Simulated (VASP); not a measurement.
# Ni7Ge4 (P-6m2) in VASP: notebook, part 2 of 2

VASP 6.6.1. The steps go on from the part before.

## (3) Single point, r2SCAN

File POSCAR:

```
Ni7Ge4
1.0
    3.9358401748      0.0000000000      0.0000000000
   -1.9679200874      3.4085375766      0.0000000000
    0.0000000000      0.0000000000      9.9215548300
Ni Ge
7 4
Direct
    0.0000000000      0.0000000000      0.3731342300
    0.0000000000      0.0000000000      0.8787566800
    0.0000000000      0.0000000000      0.1212433200
    0.0000000000      0.0000000000      0.6268657700
    0.6666666700      0.3333333300      0.5000000000
    0.3333333300      0.6666666700      0.2449346400
    0.3333333300      0.6666666700      0.7550653600
    0.6666666700      0.3333333300      0.2435841600
    0.6666666700      0.3333333300      0.7564158400
    0.3333333300      0.6666666700      0.0000000000
    0.3333333300      0.6666666700      0.5000000000
```

File INCAR.step1:

```
SYSTEM = Ni7Ge4
  ALGO = Normal
  EDIFF = 1E-4
  ENCUT = 520
  GGA = PE
  ISMEAR = 0
  LASPH = .TRUE.
  LCHARG = .FALSE.
  LREAL = .FALSE.
  LWAVE = .TRUE.
  NBANDS = 74
  NELM = 100
  PREC = Accurate
  SIGMA = 0.05
```

File INCAR.step2:

```
SYSTEM = Ni7Ge4
  ALGO = Normal
  EDIFF = 1E-7
  ENCUT = 520
  ISIF = 2
  ISMEAR = 0
  ISTART = 1
  LASPH = .TRUE.
  LCHARG = .FALSE.
  LMIXTAU = .TRUE.
  LREAL = .FALSE.
  LWAVE = .FALSE.
  METAGGA = R2SCAN
  NBANDS = 74
  NELM = 100
  PREC = Accurate
  SIGMA = 0.05
```

File KPOINTS:

```
k-points
0
G
  12 12 4
  0 0 0
```

Potentials or basis: VASP PAW PBE potentials, release 64 (Ni, Ge_d).

The run is started by

```
$ cat potpaw_PBE.64/Ni/POTCAR potpaw_PBE.64/Ge_d/POTCAR > POTCAR
$ cp INCAR.step1 INCAR
$ mpirun -np 1 vasp_std > vasp.out
$ cp INCAR.step2 INCAR
$ mpirun -np 1 vasp_std > vasp.out
```

OUTCAR:

```text
SYSTEM = Ni7Ge4
   EDIFF = 1E-7
   ENCUT = 520
   ISIF = 2
   ISMEAR = 0
   ISTART = 1
   LASPH = .TRUE.
   LREAL = .FALSE.
   METAGGA = R2SCAN
   NELM = 100
   PREC = Accurate

 ion  position               nearest neighbor table
   1  0.000  0.000  0.373-   3 2.50   4 2.52   5 2.60  11 2.60  11 2.60   5 2.60   5 2.60  11 2.60
                             6 2.60   6 2.60   6 2.60   8 2.61   8 2.61   8 2.61
   2  0.000  0.000  0.879-   3 2.41   4 2.50  10 2.57  10 2.57  10 2.57   9 2.58   9 2.58   9 2.58
                             7 2.58   7 2.58   7 2.58
   3  0.000  0.000  0.121-   2 2.41   1 2.50  10 2.57  10 2.57  10 2.57   8 2.58   8 2.58   8 2.58
                             6 2.58   6 2.58   6 2.58
   4  0.000  0.000  0.627-   2 2.50   1 2.52   5 2.60  11 2.60  11 2.60   5 2.60   5 2.60  11 2.60
                             7 2.60   7 2.60   7 2.60   9 2.61   9 2.61   9 2.61
   5  0.667  0.333  0.500-  11 2.27  11 2.27  11 2.27   8 2.54   9 2.54   1 2.60   4 2.60   1 2.60
                             4 2.60   1 2.60   4 2.60
   6  0.333  0.667  0.245-   8 2.27   8 2.27   8 2.27  10 2.43  11 2.53   3 2.58   3 2.58   3 2.58
                             1 2.60   1 2.60   1 2.60
   7  0.333  0.667  0.755-   9 2.27   9 2.27   9 2.27  10 2.43  11 2.53   2 2.58   2 2.58   2 2.58
                             4 2.60   4 2.60   4 2.60
   8  0.667  0.333  0.244-   6 2.27   6 2.27   6 2.27   5 2.54   3 2.58   3 2.58   3 2.58   1 2.61
                             1 2.61   1 2.61
   9  0.667  0.333  0.756-   7 2.27   7 2.27   7 2.27   5 2.54   2 2.58   2 2.58   2 2.58   4 2.61
                             4 2.61   4 2.61
  10  0.333  0.667  0.000-   6 2.43   7 2.43   2 2.57   3 2.57   2 2.57   3 2.57   2 2.57   3 2.57

  11  0.333  0.667  0.500-   5 2.27   5 2.27   5 2.27   7 2.53   6 2.53   1 2.60   4 2.60   4 2.60
                             1 2.60   4 2.60   1 2.60

  LATTYP: Found a hexagonal cell.
 ALAT       =     3.9358401748
 C/A-ratio  =     2.5208225917

  Lattice vectors:

 A1 = (   3.9358401748,   0.0000000000,   0.0000000000)
 A2 = (  -1.9679200874,   3.4085375766,   0.0000000000)
 A3 = (   0.0000000000,   0.0000000000,   9.9215548300)

Analysis of symmetry for initial positions (statically):
=====================================================================
 Subroutine PRICEL returns:
 Original cell was already a primitive cell.

 Routine SETGRP: Setting up the symmetry group for a
 hexagonal supercell.

 Subroutine GETGRP returns: Found 12 space group operations
 (whereof 12 operations were pure point group operations)
 out of a pool of 24 trial point group operations.

The static configuration has the point symmetry D_3h.

Analysis of symmetry for dynamics (positions and initial velocities):
=====================================================================
 Subroutine PRICEL returns:
 Original cell was already a primitive cell.

 Routine SETGRP: Setting up the symmetry group for a
 hexagonal supercell.

 Subroutine GETGRP returns: Found 12 space group operations
 (whereof 12 operations were pure point group operations)
 out of a pool of 24 trial point group operations.

The dynamic configuration has the point symmetry D_3h.

 Subroutine INISYM returns: Found 12 space group operations
 (whereof 12 operations are pure point group operations),
 and found     1 'primitive' translations
[... 96 lines left out ...]
   number of dos      NEDOS =    301   number of ions     NIONS =     11
   total plane-waves  NPLWV =  72000
   dimension x,y,z NGX =    30 NGY =   30 NGZ =   80
   dimension x,y,z NGXF=    60 NGYF=   60 NGZF=  160
   ions per type =               7   4
   NGX,Y,Z   is equivalent  to a cutoff of  12.67, 12.67, 13.40 a.u.
   NGXF,Y,Z  is equivalent  to a cutoff of  25.34, 25.34, 26.81 a.u.
 SYSTEM =  Ni7Ge4
   PREC   = accura    normal or accurate (medium, high low for compatibility)
   ISTART =      1    job   : 0-new  1-cont  2-samecut
   ICHARG =      0    charge: 1-file 2-atom 10-const
   ISPIN  =      1    spin polarized calculation?
   LNONCOLLINEAR =      F non collinear calculations
   LSORBIT =      F    spin-orbit coupling
   LASPH  =      T    aspherical Exc in radial PAW
   ENCUT  =  520.0 eV  38.22 Ry    6.18 a.u.   7.32  7.32 18.45*2*pi/ulx,y,z
   NELM   =    100;   NELMIN=  2; NELMDL=  0     # of ELM steps
   EDIFF  = 0.1E-06   stopping-criterion for ELM
   LREAL  =      F    real-space projection
   EDIFFG = 0.1E-05   stopping-criterion for IOM
   NSW    =      0    number of steps for IOM
   IBRION =     -1    ionic relax: 0-MD 1-quasi-New 2-CG
   NFREE  =      0    steps in history (QN), initial steepest desc. (CG)
   ISIF   =      2    stress and relaxation
   ISYM   =      2    0-nonsym 1-usesym 2-fastsym
   POTIM  = 0.5000    time-step for ionic-motion
   TEBEG  =    0.0;   TEEND  =   0.0 temperature during run
   PSTRESS=    0.0 pullay stress
   NELECT =     126.0000    total number of electrons
   NUPDOWN=      -1.0000    fix difference up-down
   EMIN   =  10.00;   EMAX   =-10.00  energy-range for DOS
   EFERMI =   0.00;   METHOD = LEGACY
   ISMEAR =     0;   SIGMA  =   0.05  broadening in eV -4-tet -1-fermi 0-gaus
   EFERMI_NEDOS =   21; number of points for ismear=-14 and -15
   IALGO  =     38    algorithm
   IMIX   =      4    mixing-type and parameters
     AMIX     =   0.40;   BMIX     =  1.00
     AMIX_MAG =   1.60;   BMIX_MAG =  1.00
  volume/ion in A,a.u.               =      12.10        81.66
  Fermi-wavevector in a.u.,A,eV,Ry     =   1.607447  3.037634 35.155889  2.583885
  Thomas-Fermi vector in A             =   2.703474
   LORBIT       =      0    0 simple, 1 ext, 2 COOP (PROOUT), +10 PAW based schemes
   METAGGA = R2SCAN    functional components
   LHFCALC =     F    Hartree Fock is set to
   AEXX    =    0.0000 exact exchange contribution
   IVDW    =     0    specifies the selected vdW correction
   LEPSILON=     F    determine dielectric tensor
   LRPA    =     F    only Hartree local field effects (RPA)
 non-spin polarized calculation
 Gauss-broadening in eV      SIGMA  =   0.05
  energy-cutoff  :      520.00
  volume of cell :      133.10
 maximum number of plane-waves:      3631
 NGX is ok and might be reduce to    30
   NGX = 15   NGY = 15   NGZ = 37

 number of electron     126.0000073 magnetization

 Free energy of the ion-electron system (eV)
  ---------------------------------------------------
  ext. energy  EPLUGINS =         0.00000000
  ---------------------------------------------------
  free energy    TOTEN  =      -141.74293532 eV

  energy without entropy =     -141.73497378  energy(sigma->0) =     -141.73895455

 E-fermi :   9.5642     XC(G=0): -14.2013

 val. band max:        9.5608177042   @ k =   0.2500   0.2500   0.0000
 cond. band min:       9.5660082024   @ k =   0.2500   0.0000   0.0000
 fundamental gap:      0.0051904982
 Fermi energy:         9.5641698940

 k-point     1 :       0.0000    0.0000    0.0000
  band No.  band energies     occupation
      1     -16.0486      2.00000
      2     -16.0280      2.00000
      3     -16.0266      2.00000
      4     -16.0131      2.00000
      5     -16.0130      2.00000
      6     -15.9977      2.00000
[... 1837 lines left out ...]
     73      14.2763      0.00000
     74      15.1951      0.00000

 [... further k-points ...]

------------------------ aborting loop because EDIFF is reached ----------------------------------------

  FORCE on cell =-STRESS in cart. coord.  units (eV):
  Direction    XX          YY          ZZ          XY          YZ          ZX
  --------------------------------------------------------------------------------------
  -------------------------------------------------------------------------------------
  Total        0.2470959      0.2470959      0.3213894      0.0000000      0.0000000     -0.0000000
  in kB        2.9743411      2.9743411      3.8686272      0.0000000      0.0000000     -0.0000000
  external PRESSURE =       3.2724365 kB  Pullay stress =       0.0000000 kB

 VOLUME and BASIS-vectors are now :
 -----------------------------------------------------------------------------
  energy-cutoff  :      520.00
  volume of cell :      133.10
      direct lattice vectors                 reciprocal lattice vectors
     3.935840175  0.000000000  0.000000000     0.254075358  0.146690476  0.000000000
    -1.967920087  3.408537577  0.000000000     0.000000000  0.293380952  0.000000000
     0.000000000  0.000000000  9.921554830     0.000000000  0.000000000  0.100790654

 POSITION                                       TOTAL-FORCE (eV/Angst)
 -----------------------------------------------------------------------------------
      0.00000      0.00000      3.70207        -0.000000      0.000000      0.030265
      0.00000      0.00000      8.71863        -0.000000      0.000000      0.037661
      0.00000      0.00000      1.20292        -0.000000      0.000000     -0.037661
      0.00000      0.00000      6.21948        -0.000000      0.000000     -0.030265
      1.96792      1.13618      4.96078        -0.000000      0.000000      0.000000
     -0.00000      2.27236      2.43013         0.000000      0.000000     -0.016860
     -0.00000      2.27236      7.49142         0.000000      0.000000      0.016860
      1.96792      1.13618      2.41673         0.000000     -0.000000      0.006493
      1.96792      1.13618      7.50482         0.000000     -0.000000     -0.006493
     -0.00000      2.27236      0.00000         0.000000     -0.000000      0.000000
     -0.00000      2.27236      4.96078        -0.000000      0.000000      0.000000
 -----------------------------------------------------------------------------------
    total drift:                               -0.000007      0.000004     -0.000000

  FREE ENERGIE OF THE ION-ELECTRON SYSTEM (eV)
  ---------------------------------------------------
  free  energy   TOTEN  =      -141.7429353243 eV

  energy  without entropy=     -141.7349737839  energy(sigma->0) =     -141.73895455
```

Wall time 65 min (1 thread of Oxide Virtual Turin-like, shared host); peak memory 0.52 GiB.

What came out:

```yaml
Free_energy: -141.7429 eV
Pressure: 0.3 GPa
Largest_force: 0.038 eV/Å
Band_gap_on_the_k_mesh: zero (bands 63 and 64 overlap by 3.20 eV)
```

Forces on the atoms (eV/Å):
```
Ni   0.000  0.000  0.030
Ni   0.000  0.000  0.038
Ni   0.000  0.000 -0.038
Ni   0.000  0.000 -0.030
Ni   0.000  0.000  0.000
Ni   0.000  0.000 -0.017
Ni   0.000  0.000  0.017
Ge   0.000  0.000  0.006
Ge   0.000  0.000 -0.006
Ge   0.000  0.000  0.000
Ge   0.000  0.000  0.000
```

Stress tensor (GPa, compression positive):
```
0.30 0.00 0.00
0.00 0.30 0.00
0.00 0.00 0.39
```

Caveat: the PAW data sets were made with another functional, which shifts forces and pressure a little. Spin polarisation is off, so any magnetic state and its effect on volume and gap are missing.
